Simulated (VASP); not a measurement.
# BN: single point with HSE06

BN:

```
N B
1.0
     2.53489    0.00000    0.00000
    -1.26744    2.19528    0.00000
     0.00000    0.00000    4.19071
N B
2 2
Direct
  0.33333 0.66667 0.12518
  0.66667 0.33333 0.62518
  0.33333 0.66667 0.49982
  0.66667 0.33333 0.99982
```

```yaml
Program: VASP 6.6.1
Task: single point
Functional: HSE06
Potentials_or_basis: VASP PAW PBE potentials, release 64 (N, B)
Cutoff: 520 eV
k_mesh: 8 × 8 × 4
Occupations: fermi-dirac, width 0.05 eV
Spin: no spin polarisation
```

```json
{
 "Pressure": "0.5 GPa",
 "Largest force": "0.003 eV/Å",
 "Band gap on the k mesh": "6.84 eV (least direct gap 10.00 eV)"
}
```

Forces on the atoms (eV/Å):
```
N    0.000  0.000  0.003
N    0.000  0.000  0.003
B    0.000  0.000 -0.003
B    0.000  0.000 -0.003
```

Levels at points of the mesh, in eV from the valence-band top:
| k point | band 5 | band 6 | band 7 | band 8 | band 9 | band 10 | band 11 | band 12 |
| --- | --- | --- | --- | --- | --- | --- | --- | --- |
| (0.00, 0.00, 0.00) | -2.33 | -0.27 | 0.00 | 0.00 | 10.13 | 10.13 | 10.43 | 11.38 |
| (0.50, 0.00, 0.00) | -7.60 | -5.47 | -4.77 | -2.32 | 8.19 | 9.54 | 12.49 | 13.37 |
| (0.00, 0.00, 0.50) | -1.29 | -1.29 | -1.29 | -1.29 | 11.33 | 11.33 | 11.80 | 11.80 |
| (0.50, 0.00, 0.50) | -4.13 | -4.13 | -3.91 | -3.91 | 8.11 | 8.11 | 11.77 | 11.77 |

Wall time 41 min on 1 thread of AMD EPYC 7R43 64-Core Processor (Zen 3), on a shared host, peak memory 0.21 GiB.

Caveat: the PAW data sets were made with another functional, which shifts forces and pressure a little. A k mesh can miss the band edges.
